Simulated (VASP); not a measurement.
Write the native input for VASP 6.6.1 that does the following.

* Task: single point
* Functional: r2SCAN
* Dispersion: D3(BJ)
* Potentials or basis: VASP PAW PBE potentials, release 64 (Hg, Se)
* Cutoff: 550 eV
* k mesh: 6 × 6 × 6
* Occupations: fermi-dirac, width 0.02 eV
* Spin: no spin polarisation
* Dipole correction: no
* Further INCAR settings: ALGO = Normal; EDIFF = 1e-06; NBANDS = 16

Crystal: HgSe.

```
CELL_PARAMETERS angstrom
0.00000 3.09267 3.09267
3.09267 0.00000 3.09267
3.09267 3.09267 0.00000
ATOMIC_POSITIONS crystal
Hg 0.00000 0.00000 0.00000
Se 0.25000 0.25000 0.25000
```

One way to write it, as run:

POSCAR

```
HgSe
1.0
    0.0000000000      3.0926746572      3.0926746572
    3.0926746572      0.0000000000      3.0926746572
    3.0926746572      3.0926746572      0.0000000000
Hg Se
1 1
Direct
    0.0000000000      0.0000000000      0.0000000000
    0.2500000000      0.2500000000      0.2500000000
```

INCAR.step1

```
  PREC = Accurate
  ENCUT = 550
  ISMEAR = -1
  SIGMA = 0.02
  LREAL = False
  LASPH = True
  NELM = 120
  NBANDS = 16
  GGA = PE
  ALGO = Normal
  EDIFF = 1E-5
  LWAVE = True
  LCHARG = False
  GGA_COMPAT = False
```

INCAR.step2

```
  PREC = Accurate
  ENCUT = 550
  EDIFF = 1E-6
  ISMEAR = -1
  SIGMA = 0.02
  LREAL = False
  LASPH = True
  NELM = 120
  ALGO = Normal
  ISIF = 2
  LWAVE = False
  LCHARG = False
  METAGGA = R2SCAN
  LMIXTAU = True
  IVDW = 12
  VDW_S6 = 1.0
  VDW_S8 = 0.78981345
  VDW_A1 = 0.49484001
  VDW_A2 = 5.73083694
  NBANDS = 16
  ISTART = 1
  GGA_COMPAT = False
```

KPOINTS

```
Automatic mesh
0
Gamma
  6 6 6
```

Potentials or basis: VASP PAW PBE potentials, release 64 (Hg, Se).

The run is started by

```sh
$ cat potpaw_PBE.64/Hg/POTCAR potpaw_PBE.64/Se/POTCAR > POTCAR
$ cp INCAR.step1 INCAR
$ mpirun -np 1 vasp_std > vasp.out
$ cp INCAR.step2 INCAR
$ mpirun -np 1 vasp_std > vasp.out
```

Results of the run:

| Property | Result |
| --- | --- |
| Pressure | -0.6 GPa |
| Band gap on the k mesh | zero (filled and empty bands touch) |
| Dispersion energy per atom | -0.154 eV |

Caveat: semilocal functionals underestimate gaps, so a narrow gap can read as zero; the PAW data sets were made with another functional, which shifts forces and pressure a little; spin-orbit coupling is left out, which moves the levels of the heavy elements.

It took 2.3 min on 1 thread of Intel Xeon 8259CL (shared host), peak memory 0.23 GiB.
